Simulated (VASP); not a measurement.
# BaS in VASP: further runs

BaS is run at these levels: PBE, PBE+D2, PBE+D3, PBE+D3(BJ), PBE+D4; tasks: relaxation of the atoms.

All numbers are computed with VASP 6.6.1; they aren't measurements. Logs are shortened: lines on timing, memory, paths and dates and some standing lists are left out, and cuts for length are marked.

**1. The cell of the first run**

The cell holds a slab with vacuum, 8 atoms: a = 4.517 Å, b = 4.517 Å, c = 24.581 Å, α = 90.00°, β = 90.00°, γ = 90.00°.

**2. Relaxation of the atoms, PBE**

INCAR

```
ALGO     = Normal         # electronic algorithm
DIPOL    = 0.5 0.5 0.500
EDIFF    = 1E-6           # SCF threshold, eV
EDIFFG   = -0.02          # ionic threshold
ENCUT    = 520            # plane-wave cutoff, eV
GGA      = PE             # functional
IBRION   = 2              # ionic algorithm
IDIPOL   = 3            
ISIF     = 2              # what is computed and relaxed
ISMEAR   = -1             # smearing method
LASPH    = T              # aspherical terms in the spheres
LCHARG   = F              # write CHGCAR
LDIPOL   = T            
LREAL    = F              # projectors in reciprocal space
LWAVE    = F              # write WAVECAR
NELM     = 100            # most SCF steps
NSW      = 40             # ionic steps
PREC     = Accurate       # precision mode
SIGMA    = 0.05           # smearing width, eV
```

KPOINTS

```
k-points
0
Gamma
  5 5 1
```

POSCAR

```
BaS
1.0
    4.5166445648      0.0000000000      0.0000000000
    0.0000000000      4.5166445648      0.0000000000
    0.0000000000      0.0000000000     24.5812500000
Ba S
4 4
Selective dynamics
Direct
    0.5000000000      0.5000000000      0.3051106026  F F F
    0.0000000000      0.0000000000      0.4350368675  F F F
    0.5000000000      0.5000000000      0.5649631325  T T T
    0.0000000000      0.0000000000      0.6948893974  T T T
    0.0000000000      0.0000000000      0.3051106026  F F F
    0.5000000000      0.5000000000      0.4350368675  F F F
    0.0000000000      0.0000000000      0.5649631325  T T T
    0.5000000000      0.5000000000      0.6948893974  T T T
```

Potentials or basis: VASP PAW PBE potentials, release 64 (Ba_sv, S).

Launch:

```
$ cat potpaw_PBE.64/Ba_sv/POTCAR potpaw_PBE.64/S/POTCAR > POTCAR
$ mpirun -np 1 vasp_std > vasp.out
```

OUTCAR:

```text
EDIFF = 1E-6
   EDIFFG = -0.02
   ENCUT = 520
   GGA = PE
   IBRION = 2
   ISIF = 2
   ISMEAR = -1
   LASPH = T
   LREAL = F
   NELM = 100
   NSW = 40
   PREC = Accurate

 ion  position               nearest neighbor table
   1  0.500  0.500  0.305-   6 3.19   5 3.19   5 3.19   5 3.19   5 3.19   2 4.52   2 4.52   2 4.52
                             2 4.52
   2  0.000  0.000  0.435-   5 3.19   6 3.19   6 3.19   6 3.19   6 3.19   7 3.19   1 4.52   1 4.52
                             1 4.52   1 4.52   3 4.52   3 4.52   3 4.52   3 4.52
   3  0.500  0.500  0.565-   8 3.19   7 3.19   7 3.19   7 3.19   7 3.19   6 3.19   4 4.52   4 4.52
                             4 4.52   4 4.52   2 4.52   2 4.52   2 4.52   2 4.52
   4  0.000  0.000  0.695-   7 3.19   8 3.19   8 3.19   8 3.19   8 3.19   3 4.52   3 4.52   3 4.52
                             3 4.52
   5  0.000  0.000  0.305-   2 3.19   1 3.19   1 3.19   1 3.19   1 3.19
   6  0.500  0.500  0.435-   1 3.19   2 3.19   2 3.19   2 3.19   2 3.19   3 3.19
   7  0.000  0.000  0.565-   4 3.19   3 3.19   3 3.19   3 3.19   3 3.19   2 3.19
   8  0.500  0.500  0.695-   3 3.19   4 3.19   4 3.19   4 3.19   4 3.19

  LATTYP: Found a simple tetragonal cell.
 ALAT       =     4.5166445648
 C/A-ratio  =     5.4423698051

  Lattice vectors:

 A1 = (   4.5166445648,   0.0000000000,   0.0000000000)
 A2 = (   0.0000000000,   4.5166445648,   0.0000000000)
 A3 = (   0.0000000000,   0.0000000000,  24.5812500000)

Analysis of symmetry for initial positions (statically):
=====================================================================
 Subroutine PRICEL returns:
 Original cell was already a primitive cell.

 Routine SETGRP: Setting up the symmetry group for a
 simple tetragonal supercell.

 Subroutine GETGRP returns: Found 16 space group operations
 (whereof  8 operations were pure point group operations)
 out of a pool of 16 trial point group operations.

The static configuration has the point symmetry C_4v.
 The point group associated with its full space group is D_4h.

Analysis of symmetry for dynamics (positions and initial velocities):
=====================================================================
 Subroutine PRICEL returns:
 Original cell was already a primitive cell.

 Routine SETGRP: Setting up the symmetry group for a
 simple tetragonal supercell.

 Subroutine GETGRP returns: Found 16 space group operations
 (whereof  8 operations were pure point group operations)
 out of a pool of 16 trial point group operations.

The dynamic configuration has the point symmetry C_4v.
 The point group associated with its full space group is D_4h.

Analysis of constrained symmetry for selective dynamics:
=====================================================================
 Subroutine PRICEL returns:
 Original cell was already a primitive cell.

 Routine SETGRP: Setting up the symmetry group for a
 simple tetragonal supercell.

 Subroutine GETGRP returns: Found  8 space group operations
 (whereof  8 operations were pure point group operations)
 out of a pool of 16 trial point group operations.

The constrained configuration has the point symmetry C_4v.

 Subroutine INISYM returns: Found  8 space group operations
 (whereof  8 operations are pure point group operations),
 and found     1 'primitive' translations

----------------------------------------------------------------------------------------

                                     Primitive cell

  volume of cell :     501.4594

  direct lattice vectors                    reciprocal lattice vectors
     4.516644565  0.000000000  0.000000000     0.221403297  0.000000000  0.000000000
     0.000000000  4.516644565  0.000000000     0.000000000  0.221403297  0.000000000
     0.000000000  0.000000000 24.581250000     0.000000000  0.000000000  0.040681414

  length of vectors
     4.516644565  4.516644565 24.581250000     0.221403297  0.221403297  0.040681414

  position of ions in fractional coordinates (direct lattice)
[... 43 lines left out ...]

 Found      6 irreducible k-points:

 Following reciprocal coordinates:
            Coordinates               Weight
  0.000000  0.000000  0.000000      1.000000
  0.200000  0.000000  0.000000      4.000000
  0.400000  0.000000  0.000000      4.000000
  0.200000  0.200000  0.000000      4.000000
  0.400000  0.200000  0.000000      8.000000
  0.400000  0.400000  0.000000      4.000000
   k-points           NKPTS =      6   k-points in BZ     NKDIM =      6   number of bands    NBANDS=     38
   number of dos      NEDOS =    301   number of ions     NIONS =      8
   total plane-waves  NPLWV = 248832
   dimension x,y,z NGX =    36 NGY =   36 NGZ =  192
   dimension x,y,z NGXF=    72 NGYF=   72 NGZF=  384
   ions per type =               4   4
   NGX,Y,Z   is equivalent  to a cutoff of  13.25, 13.25, 12.99 a.u.
   NGXF,Y,Z  is equivalent  to a cutoff of  26.50, 26.50, 25.97 a.u.
 SYSTEM =  unknown system
   PREC   = accura    normal or accurate (medium, high low for compatibility)
   ISTART =      0    job   : 0-new  1-cont  2-samecut
   ICHARG =      2    charge: 1-file 2-atom 10-const
   ISPIN  =      1    spin polarized calculation?
   LNONCOLLINEAR =      F non collinear calculations
   LSORBIT =      F    spin-orbit coupling
   LASPH  =      T    aspherical Exc in radial PAW
   ENCUT  =  520.0 eV  38.22 Ry    6.18 a.u.   8.40  8.40 45.70*2*pi/ulx,y,z
   NELM   =    100;   NELMIN=  2; NELMDL= -5     # of ELM steps
   EDIFF  = 0.1E-05   stopping-criterion for ELM
   LREAL  =      F    real-space projection
   EDIFFG = -.2E-01   stopping-criterion for IOM
   NSW    =     40    number of steps for IOM
   IBRION =      2    ionic relax: 0-MD 1-quasi-New 2-CG
   NFREE  =      1    steps in history (QN), initial steepest desc. (CG)
   ISIF   =      2    stress and relaxation
   ISYM   =      2    0-nonsym 1-usesym 2-fastsym
   POTIM  = 0.5000    time-step for ionic-motion
   TEBEG  =    0.0;   TEEND  =   0.0 temperature during run
   PSTRESS=    0.0 pullay stress
   NELECT =      64.0000    total number of electrons
   NUPDOWN=      -1.0000    fix difference up-down
   EMIN   =  10.00;   EMAX   =-10.00  energy-range for DOS
   EFERMI =   0.00;   METHOD = LEGACY
   ISMEAR =    -1;   SIGMA  =   0.05  broadening in eV -4-tet -1-fermi 0-gaus
   EFERMI_NEDOS =   21; number of points for ismear=-14 and -15
   IALGO  =     38    algorithm
   IMIX   =      4    mixing-type and parameters
     AMIX     =   0.40;   BMIX     =  1.00
     AMIX_MAG =   1.60;   BMIX_MAG =  1.00
  volume/ion in A,a.u.               =      62.68       423.00
  Fermi-wavevector in a.u.,A,eV,Ry     =   0.824245  1.557597  9.243519  0.679380
  Thomas-Fermi vector in A             =   1.935896
   LORBIT       =      0    0 simple, 1 ext, 2 COOP (PROOUT), +10 PAW based schemes
   GGA     = PE    functional components
   LHFCALC =     F    Hartree Fock is set to
   AEXX    =    0.0000 exact exchange contribution
   IVDW    =     0    specifies the selected vdW correction
   LEPSILON=     F    determine dielectric tensor
   LRPA    =     F    only Hartree local field effects (RPA)
 conjugate gradient relaxation of ions
 non-spin polarized calculation
  energy-cutoff  :      520.00
  volume of cell :      501.46
 maximum number of plane-waves:     13527
 NGX is ok and might be reduce to    36
   NGX = 17   NGY = 17   NGZ = 91

 dipolmoment           0.000000      0.000000     -0.000002 electrons x Angstroem

--------------------------------------- Ionic step        1  -------------------------------------------

 number of electron      63.9999995 magnetization

 Free energy of the ion-electron system (eV)
  ---------------------------------------------------
  ext. energy  EPLUGINS =         0.00000000
  ---------------------------------------------------
  free energy    TOTEN  =       -39.97973807 eV

  energy without entropy =      -39.97973807  energy(sigma->0) =      -39.97973807

------------------------ aborting loop because EDIFF is reached ----------------------------------------

  FORCE on cell =-STRESS in cart. coord.  units (eV):
  Direction    XX          YY          ZZ          XY          YZ          ZX
  --------------------------------------------------------------------------------------
  -------------------------------------------------------------------------------------
  Total        0.1098085      0.1098085      0.2610389      0.0000000      0.0000000      0.0000000
  in kB        0.3508412      0.3508412      0.8340269      0.0000000      0.0000000      0.0000000
  external PRESSURE =       0.5119031 kB  Pullay stress =       0.0000000 kB
[... 107 lines left out ...]
  FREE ENERGIE OF THE ION-ELECTRON SYSTEM (eV)
  ---------------------------------------------------
  free  energy   TOTEN  =       -39.9847852748 eV

  energy  without entropy=      -39.9847852744  energy(sigma->0) =      -39.98478527

 vacuum level on the upper side and lower side of the slab       (xc-potential included)         0.026        -0.039

[... ionic steps 4 to 8 ...]

--------------------------------------- Ionic step        9  -------------------------------------------

 number of electron      63.9999997 magnetization

------------------------ aborting loop because EDIFF is reached ----------------------------------------
[... 79 lines left out ...]
--------------------------------------- Ionic step       11  -------------------------------------------

 number of electron      63.9999997 magnetization

 dipolmoment           0.000000      0.000000      0.008057 electrons x Angstroem

 Free energy of the ion-electron system (eV)
  ---------------------------------------------------
  ext. energy  EPLUGINS =         0.00000000
  ---------------------------------------------------
  free energy    TOTEN  =       -39.98803291 eV

  energy without entropy =      -39.98803291  energy(sigma->0) =      -39.98803291

 E-fermi :  -0.0513     XC(G=0):  -5.0050

 val. band max:       -1.1272977424   @ k =   0.0000   0.0000   0.0000
 cond. band min:       0.9447759171   @ k =   0.0000   0.0000   0.0000
 fundamental gap:      2.0720736594
 Fermi energy:        -0.0512900845

 k-point     1 :       0.0000    0.0000    0.0000
  band No.  band energies     occupation
      1     -27.7228      2.00000
      2     -27.6458      2.00000
      3     -27.3711      2.00000
      4     -27.3231      2.00000
      5     -13.2102      2.00000
      6     -13.1367      2.00000
[... 235 lines left out ...]
     37       3.3706      0.00000
     38       3.4231      0.00000

------------------------ aborting loop because EDIFF is reached ----------------------------------------

 vacuum level on the upper side and lower side of the slab       (xc-potential included)        -0.195        -0.255

  FORCE on cell =-STRESS in cart. coord.  units (eV):
  Direction    XX          YY          ZZ          XY          YZ          ZX
  --------------------------------------------------------------------------------------
  -------------------------------------------------------------------------------------
  Total        0.0389064      0.0389064     -0.2810169      0.0000000      0.0000000      0.0000000
  in kB        0.1243070      0.1243070     -0.8978572      0.0000000      0.0000000      0.0000000
  external PRESSURE =      -0.2164144 kB  Pullay stress =       0.0000000 kB
[... 23 lines left out ...]
  FREE ENERGIE OF THE ION-ELECTRON SYSTEM (eV)
  ---------------------------------------------------
  free  energy   TOTEN  =       -39.9880329106 eV

  energy  without entropy=      -39.9880329103  energy(sigma->0) =      -39.98803291

 reached required accuracy - stopping structural energy minimisation

 vacuum level on the upper side and lower side of the slab         2.804         2.733
```

Wall time 16 min (1 thread of Intel Xeon Platinum 8259CL at 2.50GHz (Skylake/Cascade Lake), shared host); peak memory 0.62 GiB.

Results:

```
Free energy               : -39.9880 eV
Energy gained by relaxing : 1.0 meV/atom
Ionic steps               : 11
Band gap on the k mesh    : 2.07 eV
```

Step by step:
| step | energy change (eV) | largest force on free atoms (eV/Å) | pressure (GPa) |
| --- | --- | --- | --- |
| 1 | 0.0000 | 0.1662 | 0.05 |
| 2 | -0.0019 | 0.1332 | 0.05 |
| 3 | -0.0050 | 0.0651 | 0.07 |
| 4 | -0.0052 | 0.0777 | 0.07 |
| 5 | -0.0059 | 0.0604 | 0.07 |
| 6 | -0.0062 | 0.0460 | 0.06 |
| 7 | -0.0068 | 0.0413 | 0.05 |
| 8 | -0.0076 | 0.0347 | 0.01 |
| 9 | -0.0077 | 0.0496 | 0.00 |
| 10 | -0.0081 | 0.0280 | -0.01 |
| 11 | -0.0083 | 0.0160 | -0.02 |

Final structure:
```
CELL_PARAMETERS angstrom
4.51664 0.00000 0.00000
0.00000 4.51664 0.00000
0.00000 0.00000 24.58125
ATOMIC_POSITIONS crystal
Ba 0.50000 0.50000 0.30511
Ba 0.00000 0.00000 0.43504
Ba 0.50000 0.50000 0.56749
Ba 0.00000 0.00000 0.69664
S 0.00000 0.00000 0.30511
S 0.50000 0.50000 0.43504
S 0.00000 0.00000 0.56801
S 0.50000 0.50000 0.69674
```

Caveat: spin-orbit coupling is left out, which moves the levels of the heavy elements.

**3. Relaxation of the atoms, PBE+D2**

Changes to INCAR since step 2:

```diff
@@ -10,2 +10,3 @@
 ISMEAR   = -1             # smearing method
+IVDW     = 1              # dispersion correction
 LASPH    = T              # aspherical terms in the spheres
```

KPOINTS is that of step 2.

POSCAR is that of step 2.

Potentials or basis: VASP PAW PBE potentials, release 64 (Ba_sv, S).

Launch:

```
$ cat potpaw_PBE.64/Ba_sv/POTCAR potpaw_PBE.64/S/POTCAR > POTCAR
$ mpirun -np 1 vasp_std > vasp.out
```

Wall time 27 min (1 thread of Intel Xeon Platinum 8259CL at 2.50GHz (Skylake/Cascade Lake), shared host); peak memory 0.63 GiB.

Results (log left out):

```
Free energy                : -46.6209 eV
Energy gained by relaxing  : 19.6 meV/atom
Ionic steps                : 17
Band gap on the k mesh     : 1.82 eV
Dispersion energy per atom : -0.853 eV
```

The path:
```tsv
step	energy change (eV)	largest force on free atoms (eV/Å)	pressure (GPa)
1	0.0000	0.8151	-2.32
2	-0.0307	0.6819	-2.30
3	-0.0791	0.3379	-2.22
4	-0.0796	0.4047	-2.20
5	-0.0994	0.3079	-2.16
6	-0.1148	0.2837	-2.06
7	-0.1151	0.2401	-2.08
8	-0.1242	0.2303	-2.07
9	-0.1394	0.2259	-2.03
10	-0.1466	0.1625	-2.01
11	-0.1520	0.1254	-1.95
12	-0.1521	0.1212	-1.96
13	-0.1541	0.0905	-1.93
14	-0.1567	0.0696	-1.85
15	-0.1570	0.0315	-1.85
16	-0.1570	0.0230	-1.85
17	-0.1571	0.0100	-1.85
```

Final structure:
```
Ba S
1.0
     4.51664    0.00000    0.00000
     0.00000    4.51664    0.00000
     0.00000    0.00000   24.58125
Ba S
4 4
Direct
  0.50000 0.50000 0.30511
  0.00000 0.00000 0.43504
  0.50000 0.50000 0.56064
  0.00000 0.00000 0.67859
  0.00000 0.00000 0.30511
  0.50000 0.50000 0.43504
  0.00000 0.00000 0.55840
  0.50000 0.50000 0.68575
```

Levels at points of the mesh, in eV from the valence-band top:
| k point | band 30 | band 31 | band 32 | band 33 | band 34 | band 35 |
| --- | --- | --- | --- | --- | --- | --- |
| (0.00, 0.00, 0.00) | -0.07 | 0.00 | 0.00 | 1.82 | 2.32 | 2.92 |

Caveat: spin-orbit coupling is left out, which moves the levels of the heavy elements.

**4. Relaxation of the atoms, PBE+D3**

Changes to INCAR since step 3:

```diff
@@ -10,3 +10,3 @@
 ISMEAR   = -1             # smearing method
-IVDW     = 1              # dispersion correction
+IVDW     = 11             # dispersion correction
 LASPH    = T              # aspherical terms in the spheres
```

KPOINTS is that of step 3.

POSCAR is that of step 3.

Launch:

```
$ cat potpaw_PBE.64/Ba_sv/POTCAR potpaw_PBE.64/S/POTCAR > POTCAR
$ mpirun -np 1 vasp_std > vasp.out
```

It took 8.1 min on 1 thread of Intel Xeon Platinum 8259CL at 2.50GHz (Skylake/Cascade Lake), shared host; peak memory 0.63 GiB.

The run converged. Its results:

| Quantity | Value |
| --- | --- |
| Free energy | -40.9082 eV |
| Energy gained by relaxing | 0.6 meV/atom |
| Ionic steps | 6 |
| Band gap on the k mesh | 2.06 eV |
| Dispersion energy per atom | -0.115 eV |

The path:
| step | energy change (eV) | largest force on free atoms (eV/Å) | pressure (GPa) |
| --- | --- | --- | --- |
| 1 | 0.0000 | 0.1561 | -0.30 |
| 2 | -0.0018 | 0.1208 | -0.30 |
| 3 | -0.0046 | 0.0510 | -0.27 |
| 4 | -0.0047 | 0.0485 | -0.27 |
| 5 | -0.0050 | 0.0232 | -0.27 |
| 6 | -0.0050 | 0.0166 | -0.27 |

Final structure:
```cif
data_structure
_symmetry_space_group_name_H-M 'P 1'
_symmetry_Int_Tables_number 1
_cell_length_a 4.5166
_cell_length_b 4.5166
_cell_length_c 24.5813
_cell_angle_alpha 90.000
_cell_angle_beta 90.000
_cell_angle_gamma 90.000
_cell_volume 501.46
loop_
_atom_site_label
_atom_site_type_symbol
_atom_site_fract_x
_atom_site_fract_y
_atom_site_fract_z
_atom_site_occupancy
Ba1 Ba 0.50000 0.50000 0.30511 1
Ba2 Ba 0.00000 0.00000 0.43504 1
Ba3 Ba 0.50000 0.50000 0.56596 1
Ba4 Ba 0.00000 0.00000 0.69407 1
S1 S 0.00000 0.00000 0.30511 1
S2 S 0.50000 0.50000 0.43504 1
S3 S 0.00000 0.00000 0.56638 1
S4 S 0.50000 0.50000 0.69442 1
```

Levels at points of the mesh, in eV from the valence-band top:
| k point | band 29 | band 30 | band 31 | band 32 | band 33 | band 34 | band 35 | band 36 |
| --- | --- | --- | --- | --- | --- | --- | --- | --- |
| (0.00, 0.00, 0.00) | -0.05 | -0.05 | 0.00 | 0.00 | 2.06 | 2.40 | 2.85 | 2.94 |

Caveat: spin-orbit coupling is left out, which moves the levels of the heavy elements.

(Part 1 of 2 ends here.)
